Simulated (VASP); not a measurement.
# LiNbO3 (R-3c) in VASP: single point with PBE

Aim: the single point of LiNbO3 with PBE.

Program: VASP 6.6.1. These are calculated values, not measurements. Logs are shortened: lines on timing, memory, paths and dates and some standing lists are left out, and cuts for length are marked.

## 1. The cell of the first run

Symmetry: R-3c, No. 167, trigonal system. The conventional cell has a = 5.223 Å, b = 5.223 Å, c = 13.795 Å, α = 90.00°, β = 90.00°, γ = 120.00°. Within 2.6 Å of Li (site symmetry 32) lie 3 O at 1.99 Å. Within 2.6 Å of Nb (site symmetry -3) lie 6 O at 2.00 Å. O (site symmetry 2) has 1 Li at 1.99 Å and 2 Nb at 2.00 Å within 2.6 Å.

## 2. Single point, PBE

The input, INCAR:

```
PREC = Accurate ; ENCUT = 520
EDIFF = 1E-7 ; ISMEAR = 0
SIGMA = 0.05 ; LREAL = F
LASPH = T ; NELM = 80
ALGO = Normal ; ISIF = 2
LWAVE = F ; LCHARG = F
GGA = PE ; NBANDS = 45
```

The input, KPOINTS:

```
Automatic mesh
0
Gamma
  6 6 6
```

The input, POSCAR:

```
LiNbO3
1.0
    2.6115578418      1.5077836230      4.5982666595
   -2.6115578418      1.5077836230      4.5982666595
    0.0000000000     -3.0155672459      4.5982666595
Li Nb O
2 2 6
Direct
    0.2499998294      0.2499994465      0.2499996379
    0.7500001722      0.7500005551      0.7500003636
    0.0000000000      0.0000000000      0.0000000000
    0.5000000008      0.5000000008      0.5000000008
    0.1303828045      0.3696197036      0.7499987262
    0.7499987849      0.1303827939      0.3696196555
    0.3696199469      0.7499986558      0.1303826316
    0.8696171971      0.6303802979      0.2500012754
    0.2500012167      0.8696172076      0.6303803461
    0.6303800546      0.2500013457      0.8696173700
```

Potentials or basis: VASP PAW PBE potentials, release 64 (Li_sv, Nb_sv, O).

Started as:

```console
> cat potpaw_PBE.64/Li_sv/POTCAR potpaw_PBE.64/Nb_sv/POTCAR potpaw_PBE.64/O/POTCAR > POTCAR
> mpirun -np 1 vasp_std > vasp.out
```

OUTCAR:

```text
PREC = Accurate
   ENCUT = 520
   EDIFF = 1E-7
   ISMEAR = 0
   LREAL = F
   LASPH = T
   NELM = 80
   ISIF = 2
   GGA = PE

 ion  position               nearest neighbor table
   1  0.250  0.250  0.250-  10 1.99   9 1.99   8 1.99
   2  0.750  0.750  0.750-   7 1.99   6 1.99   5 1.99
   3  0.000  0.000  0.000-   9 2.00   6 2.00   8 2.00   5 2.00  10 2.00   7 2.00
   4  0.500  0.500  0.500-   8 2.00   5 2.00  10 2.00   7 2.00   9 2.00   6 2.00
   5  0.130  0.370  0.750-   2 1.99   4 2.00   3 2.00
   6  0.750  0.130  0.370-   2 1.99   4 2.00   3 2.00
   7  0.370  0.750  0.130-   2 1.99   4 2.00   3 2.00
   8  0.870  0.630  0.250-   1 1.99   4 2.00   3 2.00
   9  0.250  0.870  0.630-   1 1.99   4 2.00   3 2.00
  10  0.630  0.250  0.870-   1 1.99   4 2.00   3 2.00

  LATTYP: Found a trigonal (rhomboedric) cell.
 ALAT       =     5.4988818942
 COS(alpha) =     0.5488920195

  Lattice vectors:

 A1 = (   2.6115578418,   1.5077836230,   4.5982666595)
 A2 = (  -2.6115578418,   1.5077836230,   4.5982666595)
 A3 = (   0.0000000000,  -3.0155672459,   4.5982666595)

Analysis of symmetry for initial positions (statically):
=====================================================================
 Subroutine PRICEL returns:
 Original cell was already a primitive cell.

 Routine SETGRP: Setting up the symmetry group for a
 trigonal (rhombohedral) supercell.

 Subroutine GETGRP returns: Found 12 space group operations
 (whereof  6 operations were pure point group operations)
 out of a pool of 12 trial point group operations.

The static configuration has the point symmetry S_6 .
 The point group associated with its full space group is D_3d.

Analysis of symmetry for dynamics (positions and initial velocities):
=====================================================================
 Subroutine PRICEL returns:
 Original cell was already a primitive cell.

 Routine SETGRP: Setting up the symmetry group for a
 trigonal (rhombohedral) supercell.

 Subroutine GETGRP returns: Found 12 space group operations
 (whereof  6 operations were pure point group operations)
 out of a pool of 12 trial point group operations.

The dynamic configuration has the point symmetry S_6 .
 The point group associated with its full space group is D_3d.

 Subroutine INISYM returns: Found 12 space group operations
 (whereof  6 operations are pure point group operations),
[... 113 lines left out ...]
   LREAL  =      F    real-space projection
   EDIFFG = 0.1E-05   stopping-criterion for IOM
   NSW    =      0    number of steps for IOM
   IBRION =     -1    ionic relax: 0-MD 1-quasi-New 2-CG
   NFREE  =      0    steps in history (QN), initial steepest desc. (CG)
   ISIF   =      2    stress and relaxation
   ISYM   =      2    0-nonsym 1-usesym 2-fastsym
   POTIM  = 0.5000    time-step for ionic-motion
   TEBEG  =    0.0;   TEEND  =   0.0 temperature during run
   PSTRESS=    0.0 pullay stress
   NELECT =      68.0000    total number of electrons
   NUPDOWN=      -1.0000    fix difference up-down
   EMIN   =  10.00;   EMAX   =-10.00  energy-range for DOS
   EFERMI =   0.00;   METHOD = LEGACY
   ISMEAR =     0;   SIGMA  =   0.05  broadening in eV -4-tet -1-fermi 0-gaus
   EFERMI_NEDOS =   21; number of points for ismear=-14 and -15
   IALGO  =     38    algorithm
   IMIX   =      4    mixing-type and parameters
     AMIX     =   0.40;   BMIX     =  1.00
     AMIX_MAG =   1.60;   BMIX_MAG =  1.00
  volume/ion in A,a.u.               =      10.86        73.31
  Fermi-wavevector in a.u.,A,eV,Ry     =   1.400393  2.646358 26.682374  1.961099
  Thomas-Fermi vector in A             =   2.523357
   LORBIT       =      0    0 simple, 1 ext, 2 COOP (PROOUT), +10 PAW based schemes
   GGA     = PE    functional components
   LHFCALC =     F    Hartree Fock is set to
   AEXX    =    0.0000 exact exchange contribution
   IVDW    =     0    specifies the selected vdW correction
   LEPSILON=     F    determine dielectric tensor
   LRPA    =     F    only Hartree local field effects (RPA)
 non-spin polarized calculation
 Gauss-broadening in eV      SIGMA  =   0.05
  energy-cutoff  :      520.00
  volume of cell :      108.64
 maximum number of plane-waves:      2952
 NGX is ok and might be reduce to    42
   NGX = 21   NGY = 21   NGZ = 21

 number of electron      68.0000002 magnetization

 Free energy of the ion-electron system (eV)
  ---------------------------------------------------
  ext. energy  EPLUGINS =         0.00000000
  ---------------------------------------------------
  free energy    TOTEN  =       -79.74626530 eV

  energy without entropy =      -79.74626530  energy(sigma->0) =      -79.74626530

 E-fermi :   3.8223     XC(G=0): -10.6874

 val. band max:        3.5450453296   @ k =  -0.1667   0.1667   0.0000
 cond. band min:       6.0355656590   @ k =   0.5000   0.5000  -0.0000
 fundamental gap:      2.4905203295
 Fermi energy:         3.8223243995

 k-point     1 :       0.0000    0.0000    0.0000
  band No.  band energies     occupation
      1     -50.9935      2.00000
      2     -50.9794      2.00000
      3     -39.3914      2.00000
      4     -39.3897      2.00000
      5     -27.1977      2.00000
      6     -27.1977      2.00000
[... 1141 lines left out ...]
     44      13.2947      0.00000
     45      13.5893      0.00000

 [... further k-points ...]
[... 5 lines left out ...]
  --------------------------------------------------------------------------------------
  -------------------------------------------------------------------------------------
  Total       -0.2204040     -0.2204040     -0.2628626     -0.0000000     -0.0000000      0.0000000
  in kB       -3.2504681     -3.2504681     -3.8766390     -0.0000000     -0.0000000      0.0000000
  external PRESSURE =      -3.4591917 kB  Pullay stress =       0.0000000 kB

 VOLUME and BASIS-vectors are now :
 -----------------------------------------------------------------------------
  energy-cutoff  :      520.00
  volume of cell :      108.64
      direct lattice vectors                 reciprocal lattice vectors
     2.611557842  1.507783623  4.598266660     0.191456606  0.110537523  0.072491084
    -2.611557842  1.507783623  4.598266660    -0.191456606  0.110537523  0.072491084
     0.000000000 -3.015567246  4.598266660     0.000000000 -0.221075046  0.072491084

 POSITION                                       TOTAL-FORCE (eV/Angst)
 -----------------------------------------------------------------------------------
      0.00000      0.00000      3.44869        -0.000000      0.000000      0.000000
     -0.00000      0.00000     10.34611        -0.000000      0.000000      0.000000
      0.00000      0.00000      0.00000        -0.000000      0.000000      0.000000
      0.00000      0.00000      6.89740        -0.000000      0.000000      0.000000
     -0.62478     -1.50778      5.74784         0.018966      0.000000      0.000000
      1.61816      0.21281      5.74784        -0.009483      0.016425     -0.000000
     -0.99338      1.29496      5.74784        -0.009483     -0.016425     -0.000000
      0.62478      1.50778      8.04696        -0.018966      0.000000     -0.000000
     -1.61816     -0.21281      8.04696         0.009483     -0.016425      0.000000
      0.99338     -1.29497      8.04696         0.009483      0.016425      0.000000
 -----------------------------------------------------------------------------------
    total drift:                               -0.005725      0.000002      0.056221

  FREE ENERGIE OF THE ION-ELECTRON SYSTEM (eV)
  ---------------------------------------------------
  free  energy   TOTEN  =       -79.7462653033 eV

  energy  without entropy=      -79.7462653033  energy(sigma->0) =      -79.74626530
```

OSZICAR:

```text
N       E                     dE             d eps       ncg     rms          rms(c)
DAV:   1     0.726025925773E+03    0.72603E+03   -0.36862E+04  2880   0.159E+03
DAV:   2    -0.303256656360E+02   -0.75635E+03   -0.72822E+03  3661   0.540E+02
DAV:   3    -0.928505211633E+02   -0.62525E+02   -0.61973E+02  4296   0.144E+02
DAV:   4    -0.981266598209E+02   -0.52761E+01   -0.52582E+01  5128   0.385E+01
DAV:   5    -0.983912392799E+02   -0.26458E+00   -0.26445E+00  4369   0.619E+00    0.268E+01
DAV:   6    -0.797660218154E+02    0.18625E+02   -0.84048E+01  4096   0.525E+01    0.919E+00
DAV:   7    -0.797378133650E+02    0.28208E-01   -0.78617E+00  4598   0.149E+01    0.518E+00
DAV:   8    -0.797383329994E+02   -0.51963E-03   -0.84612E-01  4640   0.604E+00    0.177E+00
DAV:   9    -0.797411644364E+02   -0.28314E-02   -0.11805E-01  3982   0.252E+00    0.986E-01
DAV:  10    -0.797466914474E+02   -0.55270E-02   -0.38943E-02  4064   0.144E+00    0.212E-01
DAV:  11    -0.797462193163E+02    0.47213E-03   -0.45012E-03  4084   0.491E-01    0.590E-02
DAV:  12    -0.797462669325E+02   -0.47616E-04   -0.44911E-04  4184   0.164E-01    0.237E-02
DAV:  13    -0.797462679865E+02   -0.10540E-05   -0.13602E-04  5068   0.630E-02    0.188E-02
DAV:  14    -0.797462662216E+02    0.17649E-05   -0.19350E-05  4080   0.317E-02    0.489E-03
DAV:  15    -0.797462654975E+02    0.72403E-06   -0.22258E-06  4195   0.128E-02    0.226E-03
DAV:  16    -0.797462653182E+02    0.17932E-06   -0.19268E-07  2627   0.268E-03    0.125E-03
DAV:  17    -0.797462653033E+02    0.14871E-07   -0.72480E-08  2027   0.212E-03
   1 F= -.79746265E+02 E0= -.79746265E+02  d E =-.345167E-16
```

Wall time 3.8 min (1 thread of Intel Xeon Platinum 8375C at 2.90GHz (Ice Lake), shared host); peak memory 0.31 GiB.

What came out:

```yaml
Free_energy: -79.7463 eV
Largest_force: 0.019 eV/Å
Band_gap_on_the_k_mesh: 2.49 eV, indirect (least direct gap 2.61 eV)
```

Forces on the atoms (eV/Å):
```
Li   0.000  0.000  0.000
Li   0.000  0.000  0.000
Nb   0.000  0.000  0.000
Nb   0.000  0.000  0.000
O    0.019  0.000  0.000
O   -0.009  0.016  0.000
O   -0.009 -0.016  0.000
O   -0.019  0.000  0.000
O    0.009 -0.016  0.000
O    0.009  0.016  0.000
```

Caveat: the cutoff is under 1.25 times the usual one of these potentials, so pressure, stress and relaxed cells hold a basis-set (Pulay) error. PBE gaps usually lie below the measured ones, often by a third to a half.
